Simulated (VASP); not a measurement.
# MnO2 (P-3m1) in VASP: a series of runs, part 2 of 2

VASP 6.6.1. The steps go on from the part before.

## (4) Single point, PBE+U, collinear spin, antiferromagnetic start

This run uses another cell than the first one, of 10.41 Å³/atom.

Contents of INCAR:

```
ALGO     = Normal         # electronic algorithm
EDIFF    = 1E-6           # SCF threshold, eV
ENCUT    = 520            # plane-wave cutoff, eV
GGA      = PE             # functional
ISIF     = 2              # what is computed and relaxed
ISMEAR   = 0              # smearing method
ISPIN    = 2              # spin polarisation
LASPH    = T              # aspherical terms in the spheres
LCHARG   = T              # write CHGCAR
LDAU     = T              # DFT+U
LDAUJ    = 0 0          
LDAUL    = 2 -1           # shell
LDAUPRINT= 1            
LDAUTYPE = 2            
LDAUU    = 3.9 0          # U, eV
LELF     = T              # ELF
LMAXMIX  = 4              # l up to which the mixer works
LORBIT   = 11             # projections on sites
LREAL    = F              # projectors in reciprocal space
LVHAR    = T            
LWAVE    = F              # write WAVECAR
MAGMOM   = 4 -4 0 0 0 0   # initial moments
NBANDS   = 38             # bands
NELM     = 150            # most SCF steps
PREC     = Accurate       # precision mode
SIGMA    = 0.02           # smearing width, eV
```

Contents of KPOINTS:

```
k-points
0
Gamma
  12 12 3
```

Contents of POSCAR:

```
MnO2
1.0
    2.8179710400      0.0000000000      0.0000000000
   -1.4089855200      2.4404345077      0.0000000000
    0.0000000000      0.0000000000      9.0783714101
Mn O
2 4
Direct
    0.0000000000      0.0000000000      0.2500000000
    0.0000000000      0.0000000000      0.7500000000
    0.6666666667      0.3333333333      0.1468537150
    0.3333333333      0.6666666667      0.3531462850
    0.6666666667      0.3333333333      0.6468537150
    0.3333333333      0.6666666667      0.8531462850
```

Run with:

```bash
cat potpaw_PBE.64/Mn_pv/POTCAR potpaw_PBE.64/O/POTCAR > POTCAR
mpirun -np 1 vasp_std > vasp.out
```

Wall time 12 min (1 thread of Oxide Virtual Turin-like, shared host); peak memory 0.28 GiB.

It converged, with:

| Property | Result |
| --- | --- |
| Free energy | -42.0851 eV |
| Pressure | 20.2 GPa |
| Largest force | 1.184 eV/Å |
| Band gap on the k mesh | 2.45 eV |
| Net moment | 0.00 μB per cell |
| Site moments | Mn +3.08, -3.08; O -0.05, +0.05 (each value once) μB |
| Valence electrons inside the program's atomic spheres | Mn 11.82; O 5.04 |

Forces on the atoms (eV/Å):
```
Mn   0.000  0.000  0.000
Mn   0.000  0.000  0.000
O    0.000  0.000 -1.184
O    0.000  0.000  1.184
O    0.000  0.000 -1.184
O    0.000  0.000  1.184
```

Stress tensor (GPa, compression positive):
```
23.15  0.00  0.00
 0.00 23.15  0.00
 0.00  0.00 14.30
```

Levels at points of the mesh, in eV from the valence-band top:
Spin up:
```
           k point  band 21  band 22  band 23  band 24  band 25  band 26  band 27  band 28  band 29  band 30
(0.00, 0.00, 0.00)    -0.67    -0.56    -0.56    -0.39    -0.30     2.89     2.89     3.68     3.68     4.49
(0.50, 0.00, 0.00)    -2.18    -2.07    -1.62    -1.29    -0.93     2.83     3.05     3.51     3.65     4.00
```
Spin down:
```csv
k point,band 22,band 23,band 24,band 25,band 26,band 27,band 28,band 29
"(0.00, 0.00, 0.00)",-0.56,-0.56,-0.39,-0.30,2.89,2.89,3.68,3.68
"(0.50, 0.00, 0.00)",-2.07,-1.62,-1.29,-0.93,2.83,3.05,3.51,3.65
```

Eigenvalues of the final occupation matrices:
| site | spin | trace | eigenvalues |
| --- | --- | --- | --- |
| site 1 d | 1 | 3.98 | 0.54 0.54 0.97 0.97 0.97 |
| site 1 d | 2 | 0.98 | 0.09 0.09 0.09 0.35 0.35 |
| site 2 d | 1 | 0.98 | 0.09 0.09 0.09 0.35 0.35 |
| site 2 d | 2 | 3.98 | 0.54 0.54 0.97 0.97 0.97 |

Caveat: the stress differs along the axes, from 14 to 23 GPa; forces of over 1 eV/Å act on the atoms, so gaps and moduli don't describe the material at rest. A k mesh can miss the band edges.

## (5) Single point, PBE+U, collinear spin, antiferromagnetic start

This run uses another cell than the first one, of 10.84 Å³/atom.

Contents of INCAR:

```
SYSTEM = MnO2
PREC     = Accurate       ! precision mode
ENCUT    = 520            ! plane-wave cutoff, eV
EDIFF    = 1E-7           ! SCF threshold, eV
ISMEAR   = 0              ! smearing method
SIGMA    = 0.02           ! smearing width, eV
LREAL    = .FALSE.        ! projectors in reciprocal space
LASPH    = .TRUE.         ! aspherical terms in the spheres
NELM     = 150            ! most SCF steps
ALGO     = Normal         ! electronic algorithm
ISIF     = 2              ! what is computed and relaxed
LWAVE    = .FALSE.        ! write WAVECAR
LCHARG   = .FALSE.        ! write CHGCAR
ISPIN    = 2              ! spin polarisation
MAGMOM   = 4 -4 0 0 0 0   ! initial moments
LORBIT   = 11             ! projections on sites
LMAXMIX  = 4              ! l up to which the mixer works
LDAU     = .TRUE.         ! DFT+U
LDAUTYPE = 2            
LDAUL    = 2 -1           ! shell
LDAUU    = 3.9 0          ! U, eV
LDAUJ    = 0 0          
LDAUPRINT= 1            
GGA      = PE             ! functional
NBANDS   = 38             ! bands
```

Contents of KPOINTS:

```
Automatic mesh
0
G
  12 12 3
  0 0 0
```

POSCAR: that of step 4 with these lines changed.

```diff
@@ -2,5 +2,5 @@
 1.0
-    2.8179710400      0.0000000000      0.0000000000
-   -1.4089855200      2.4404345077      0.0000000000
-    0.0000000000      0.0000000000      9.0783714101
+    2.8565781804      0.0000000000      0.0000000000
+   -1.4282890902      2.4738692722      0.0000000000
+    0.0000000000      0.0000000000      9.2027481178
 Mn O
```

Run with:

```bash
cat potpaw_PBE.64/Mn_pv/POTCAR potpaw_PBE.64/O/POTCAR > POTCAR
mpirun -np 1 vasp_std > vasp.out
```

Wall time 9.4 min (1 thread of Oxide Virtual Turin-like, shared host); peak memory 0.29 GiB.

The run converged. Its results:

```yaml
Free_energy: -42.3382 eV
Pressure: 10.8 GPa
Largest_force: 0.563 eV/Å
Band_gap_on_the_k_mesh: 2.25 eV
Net_moment: 0.00 μB per cell
Site_moments: Mn +3.14, -3.14; O -0.08, +0.08 (each value once) μB
Valence_electrons_inside_the_program's_atomic_spheres: Mn 11.72; O 5.01
```

Forces on the atoms (eV/Å):
```
Mn   0.000  0.000  0.000
Mn   0.000  0.000  0.000
O    0.000  0.000 -0.563
O    0.000  0.000  0.563
O    0.000  0.000 -0.563
O    0.000  0.000  0.563
```

Stress tensor (GPa, compression positive):
```
12.44  0.00  0.00
 0.00 12.44  0.00
 0.00  0.00  7.56
```

Levels at points of the mesh, in eV from the valence-band top:
Spin up:
```tsv
k point	band 23	band 24	band 25	band 26	band 27	band 28
(0.00, 0.00, 0.00)	-0.50	-0.48	-0.24	2.96	2.96	3.45
(0.50, 0.00, 0.00)	-1.52	-1.36	-0.87	2.63	3.06	3.28
```
Spin down:
```
           k point  band 21  band 22  band 23  band 24  band 25  band 26  band 27  band 28  band 29  band 30
(0.00, 0.00, 0.00)    -0.66    -0.50    -0.50    -0.48    -0.24     2.96     2.96     3.45     3.45     4.43
(0.50, 0.00, 0.00)    -2.10    -1.98    -1.52    -1.36    -0.87     2.63     3.06     3.28     3.67     3.98
```

Eigenvalues of the final occupation matrices:
```
    site  spin  trace               eigenvalues
site 1 d     1   3.99  0.55 0.55 0.96 0.97 0.97
site 1 d     2   0.92  0.08 0.09 0.09 0.33 0.33
site 2 d     1   0.92  0.08 0.09 0.09 0.33 0.33
site 2 d     2   3.99  0.55 0.55 0.96 0.97 0.97
```

Caveat: the cell stands under pressure.

## (6) Overview

```csv
cell,gap on the mesh (eV),pressure (GPa),moment (μB),largest force (eV/Å)
"a = 2.717, b = 2.717, c = 8.752 Å, angles 90.0, 90.0, 120.0°, 6 atoms",2.56,54.9,0.00,3.29
"a = 2.778, b = 2.778, c = 8.950 Å, angles 90.0, 90.0, 120.0°, 6 atoms",2.63,31.9,0.00,1.92
"a = 2.818, b = 2.818, c = 9.078 Å, angles 90.0, 90.0, 120.0°, 6 atoms",2.45,20.2,0.00,1.18
"a = 2.857, b = 2.857, c = 9.203 Å, angles 90.0, 90.0, 120.0°, 6 atoms",2.25,10.8,0.00,0.56
```

Alike in all rows: task single point; level PBE+U; potentials or basis VASP PAW PBE potentials, release 64 (Mn_pv, O); spin collinear, antiferromagnetic start; Mn d U = 3.9 eV; k mesh 12 × 12 × 3; cutoff (eV) 520; smearing gaussian 0.02 eV.

Caveats: forces of over 1 eV/Å act on the atoms, so gaps and moduli don't describe the material at rest (at least some runs); the stress differs along the axes, from 39 to 63 GPa (at least some runs); the stress differs along the axes, from 23 to 36 GPa (at least some runs); the stress differs along the axes, from 14 to 23 GPa (at least some runs); the cell stands under pressure (at least some runs).

Absolute energies hang on the potentials; compare differences alone.
